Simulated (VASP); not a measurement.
# BRu4 (Im-3m) in VASP: notebook

The runs below take BRu4 through single point, relaxation of cell and atoms, with PBE.

Everything below comes from runs of VASP 6.6.1. Logs are shortened: lines on timing, memory, paths and dates and some standing lists are left out, and cuts for length are marked.

## (1) The cell of the first run

The structure is cubic, space group Im-3m (No. 229). The conventional cell has a = 5.181 Å, b = 5.181 Å, c = 5.181 Å, α = 90.00°, β = 90.00°, γ = 90.00°. B (site symmetry m-3m) has 8 Ru at 2.24 Å within 3.0 Å. Within 3.0 Å of Ru (site symmetry -3m) lie 2 B at 2.24 Å and 6 Ru at 2.59 Å.

The cell was generated, and may not be a known phase.

## (2) Single point, PBE, collinear spin, ferromagnetic start

INCAR reads:

```
ALGO = Fast
EDIFF = 1E-6
ENCUT = 520
GGA = PE
ISIF = 2
ISMEAR = 0
ISPIN = 2
LASPH = T
LCHARG = F
LMAXMIX = 4
LORBIT = 11
LREAL = F
LWAVE = F
MAGMOM = 0 1 1 1 1
NBANDS = 42
NELM = 150
PREC = Accurate
SIGMA = 0.1
```

KPOINTS reads:

```
k-points
0
Gamma
  6 6 6
```

POSCAR reads:

```
BRu4
1.0
   -2.5905750023      2.5905750023      2.5905750023
    2.5905750023     -2.5905750023      2.5905750023
    2.5905750023      2.5905750023     -2.5905750023
B Ru
1 4
Direct
    0.0000000000      0.0000000000      0.0000000000
    0.5000000000      0.5000000000      0.5000000000
    0.0000000000      0.0000000000      0.5000000000
    0.0000000000      0.5000000000      0.0000000000
    0.5000000000      0.0000000000      0.0000000000
```

Potentials or basis: VASP PAW PBE potentials, release 64 (B, Ru_pv).

Launch:

```
> cat potpaw_PBE.64/B/POTCAR potpaw_PBE.64/Ru_pv/POTCAR > POTCAR
> mpirun -np 1 vasp_std > vasp.out
```

OUTCAR:

```text
EDIFF = 1E-6
   ENCUT = 520
   GGA = PE
   ISIF = 2
   ISMEAR = 0
   ISPIN = 2
   LASPH = T
   LORBIT = 11
   LREAL = F
   NELM = 150
   PREC = Accurate

 ion  position               nearest neighbor table
   1  0.000  0.000  0.000-   2 2.24   3 2.24   4 2.24   5 2.24   3 2.24   4 2.24   5 2.24   2 2.24

   2  0.500  0.500  0.500-   1 2.24   1 2.24   4 2.59   5 2.59   5 2.59   4 2.59   3 2.59   3 2.59

   3  0.000  0.000  0.500-   1 2.24   1 2.24   4 2.59   5 2.59   2 2.59   4 2.59   5 2.59   2 2.59

   4  0.000  0.500  0.000-   1 2.24   1 2.24   3 2.59   5 2.59   2 2.59   3 2.59   2 2.59   5 2.59

   5  0.500  0.000  0.000-   1 2.24   1 2.24   3 2.59   4 2.59   2 2.59   2 2.59   3 2.59   4 2.59

  LATTYP: Found a body centered cubic cell.
 ALAT       =     5.1811500046

  Lattice vectors:

 A1 = (  -2.5905750023,   2.5905750023,   2.5905750023)
 A2 = (   2.5905750023,  -2.5905750023,   2.5905750023)
 A3 = (   2.5905750023,   2.5905750023,  -2.5905750023)

Analysis of symmetry for initial positions (statically):
=====================================================================
 Subroutine PRICEL returns:
 Original cell was already a primitive cell.

 Routine SETGRP: Setting up the symmetry group for a
 body centered cubic supercell.

 Subroutine GETGRP returns: Found 48 space group operations
 (whereof 48 operations were pure point group operations)
 out of a pool of 48 trial point group operations.

The static configuration has the point symmetry O_h .

Analysis of symmetry for dynamics (positions and initial velocities):
=====================================================================
 Subroutine PRICEL returns:
 Original cell was already a primitive cell.

 Routine SETGRP: Setting up the symmetry group for a
 body centered cubic supercell.

 Subroutine GETGRP returns: Found 48 space group operations
 (whereof 48 operations were pure point group operations)
 out of a pool of 48 trial point group operations.

The dynamic configuration has the point symmetry O_h .

Analysis of structural, dynamic, and magnetic symmetry:
=====================================================================
 Subroutine PRICEL returns:
 Original cell was already a primitive cell.

 Routine SETGRP: Setting up the symmetry group for a
 body centered cubic supercell.
[... 129 lines left out ...]
   AEXX    =    0.0000 exact exchange contribution
   IVDW    =     0    specifies the selected vdW correction
   LEPSILON=     F    determine dielectric tensor
   LRPA    =     F    only Hartree local field effects (RPA)
 spin polarized calculation
 RMM-DIIS sequential band-by-band and
 Gauss-broadening in eV      SIGMA  =   0.10
  energy-cutoff  :      520.00
  volume of cell :       69.54
 maximum number of plane-waves:      1897
 NGX is ok and might be reduce to    36
   NGX = 17   NGY = 17   NGZ = 17

 number of electron      58.9999987 magnetization       1.2177375

 Free energy of the ion-electron system (eV)
  ---------------------------------------------------
  ext. energy  EPLUGINS =         0.00000000
  ---------------------------------------------------
  free energy    TOTEN  =       -39.89850410 eV

  energy without entropy =      -39.85452534  energy(sigma->0) =      -39.87651472

 E-fermi :  10.0958     XC(G=0): -12.9810

 val. band max:       10.0924538431   @ k =   0.3333   0.1667   0.1667
 cond. band min:      10.1102289441   @ k =   0.3333   0.1667   0.0000
 fundamental gap:      0.0177751010
 Fermi energy:        10.0958432969

 spin component 1

 k-point     1 :       0.0000    0.0000    0.0000
  band No.  band energies     occupation
      1     -33.1735      1.00000
      2     -33.1735      1.00000
      3     -33.1735      1.00000
      4     -33.0714      1.00000
      5     -33.0714      1.00000
      6     -33.0714      1.00000
[... 693 lines left out ...]
     40      20.8020      0.00000
     41      20.8022      0.00000
 Fermi energy:        10.0958432969

 spin component 2

 k-point     1 :       0.0000    0.0000    0.0000
  band No.  band energies     occupation
      1     -32.9667      1.00000
      2     -32.9667      1.00000
      3     -32.9667      1.00000
      4     -32.8421      1.00000
      5     -32.8421      1.00000
      6     -32.8421      1.00000
[... 693 lines left out ...]
     40      20.8944      0.00000
     41      20.8948      0.00000
 [bands above 41 left out]

------------------------ aborting loop because EDIFF is reached ----------------------------------------

  FORCE on cell =-STRESS in cart. coord.  units (eV):
  Direction    XX          YY          ZZ          XY          YZ          ZX
  --------------------------------------------------------------------------------------
  -------------------------------------------------------------------------------------
  Total        0.0895652      0.0895652      0.0895652      0.0000000      0.0000000     -0.0000000
  in kB        2.0634860      2.0634860      2.0634860      0.0000000      0.0000000     -0.0000000
  external PRESSURE =       2.0634860 kB  Pullay stress =       0.0000000 kB

 VOLUME and BASIS-vectors are now :
 -----------------------------------------------------------------------------
  energy-cutoff  :      520.00
  volume of cell :       69.54
      direct lattice vectors                 reciprocal lattice vectors
    -2.590575002  2.590575002  2.590575002     0.000000000  0.193007344  0.193007344
     2.590575002 -2.590575002  2.590575002     0.193007344  0.000000000  0.193007344
     2.590575002  2.590575002 -2.590575002     0.193007344  0.193007344  0.000000000

 POSITION                                       TOTAL-FORCE (eV/Angst)
 -----------------------------------------------------------------------------------
      0.00000      0.00000      0.00000        -0.000000      0.000000     -0.000000
      1.29529      1.29529      1.29529         0.000000     -0.000000      0.000000
      1.29529      1.29529     -1.29529        -0.000000      0.000000     -0.000000
      1.29529     -1.29529      1.29529         0.000000     -0.000000      0.000000
     -1.29529      1.29529      1.29529        -0.000000      0.000000     -0.000000
 -----------------------------------------------------------------------------------
    total drift:                                0.000000     -0.000000      0.000000

  FREE ENERGIE OF THE ION-ELECTRON SYSTEM (eV)
  ---------------------------------------------------
  free  energy   TOTEN  =       -39.8985041002 eV

  energy  without entropy=      -39.8545253350  energy(sigma->0) =      -39.87651472

 total charge

# of ion       s       p       d       tot
------------------------------------------
    1        0.716   1.142   0.000   1.857
    2        0.382   6.243   6.032  12.657
    3        0.382   6.243   6.032  12.657
    4        0.382   6.243   6.032  12.657
    5        0.382   6.243   6.032  12.657
--------------------------------------------------
tot          2.242  26.115  24.127  52.484

 magnetization (x)

# of ion       s       p       d       tot
------------------------------------------
    1       -0.002  -0.002   0.000  -0.003
    2        0.004   0.006   0.278   0.288
    3        0.004   0.006   0.278   0.288
    4        0.004   0.006   0.278   0.288
    5        0.004   0.006   0.278   0.288
--------------------------------------------------
tot          0.016   0.021   1.110   1.148
```

stdout:

```text
POSCAR found type information on POSCAR B Ru
 POSCAR found :  2 types and       5 ions
 scaLAPACK will be used
 LDA part: xc-table for (Slater+PW92), standard interpolation
 POSCAR, INCAR and KPOINTS ok, starting setup
 FFT: planning ... GRIDC
 FFT: planning ... GRID_SOFT
 FFT: planning ... GRID
 WAVECAR not read
 entering main loop
```

It took 3.5 min on 1 thread of AMD EPYC 7R43 (Zen 3), shared host; peak memory 0.23 GiB.

Results:

* Free energy: -39.8985 eV
* Pressure: 0.2 GPa
* Net moment: 1.22 μB per cell
* Site moments: B -0.00; Ru +0.29 μB
* Valence electrons inside the program's atomic spheres: B 1.86; Ru 12.66

Caveat: a moment this small can come from the mesh or the smearing.

## (3) Relaxation of cell and atoms, PBE

INCAR reads:

```
SYSTEM = BRu4
PREC     = Accurate       ! precision mode
ENCUT    = 600            ! plane-wave cutoff, eV
EDIFF    = 1E-6           ! SCF threshold, eV
ISMEAR   = 0              ! smearing method
SIGMA    = 0.1            ! smearing width, eV
LREAL    = .False.        ! projectors in reciprocal space
LASPH    = .True.         ! aspherical terms in the spheres
NELM     = 80             ! most SCF steps
ALGO     = Fast           ! electronic algorithm
ISIF     = 3              ! what is computed and relaxed
LWAVE    = .False.        ! write WAVECAR
LCHARG   = .False.        ! write CHGCAR
GGA      = PE             ! functional
IBRION   = 2              ! ionic algorithm
NSW      = 100            ! ionic steps
EDIFFG   = -0.01          ! ionic threshold
```

KPOINTS reads:

```
Automatic mesh
0
Gamma
  10 10 10
  0 0 0
```

POSCAR is that of step 2.

Potentials or basis: VASP PAW PBE potentials, release 64 (B, Ru_pv).

Launch:

```
> cat potpaw_PBE.64/B/POTCAR potpaw_PBE.64/Ru_pv/POTCAR > POTCAR
> mpirun -np 1 vasp_std > vasp.out
```

Wall time 6.3 min (1 thread of AMD EPYC 7R43 (Zen 3), shared host); peak memory 0.25 GiB.

The run converged. Its results:

```yaml
Free_energy: -39.8917 eV
Relaxed_volume: 13.92 Å³/atom
Relaxed_cell: a = 4.488 Å, b = 4.488 Å, c = 4.488 Å, α = 109.47°, β = 109.47°, γ = 109.47°
Space_group_after_relaxing_to_0.1_Å: Im-3m (No. 229)
Energy_gained_by_relaxing: 0.0 meV/atom
Ionic_steps: 3
Pressure_after_relaxing: 0.0 GPa
Band_gap_on_the_k_mesh: zero (an odd number of electrons rules out a gap without spin polarisation)
```

Final structure:
```
CELL_PARAMETERS angstrom
-2.59114 2.59114 2.59114
2.59114 -2.59114 2.59114
2.59114 2.59114 -2.59114
ATOMIC_POSITIONS crystal
B 0.00000 0.00000 0.00000
Ru 0.50000 0.50000 0.50000
Ru 0.00000 0.00000 0.50000
Ru 0.00000 0.50000 0.00000
Ru 0.50000 0.00000 0.00000
```

Levels at points of the mesh, in eV from the Fermi level:
| k point | band 25 | band 26 | band 27 | band 28 | band 29 | band 30 | band 31 | band 32 | band 33 | band 34 |
| --- | --- | --- | --- | --- | --- | --- | --- | --- | --- | --- |
| (0.00, 0.00, 0.00) | -0.51 | -0.51 | -0.51 | -0.46 | -0.46 | -0.46 | 1.25 | 1.25 | 1.25 | 2.97 |
| (0.50, 0.00, 0.00) | -1.57 | -1.51 | -1.23 | -0.54 | -0.42 | -0.25 | 0.08 | 0.18 | 0.23 | 0.39 |
| (0.50, 0.50, 0.50) | -1.52 | -0.90 | -0.90 | -0.90 | -0.22 | -0.22 | 1.27 | 1.57 | 1.57 | 3.12 |
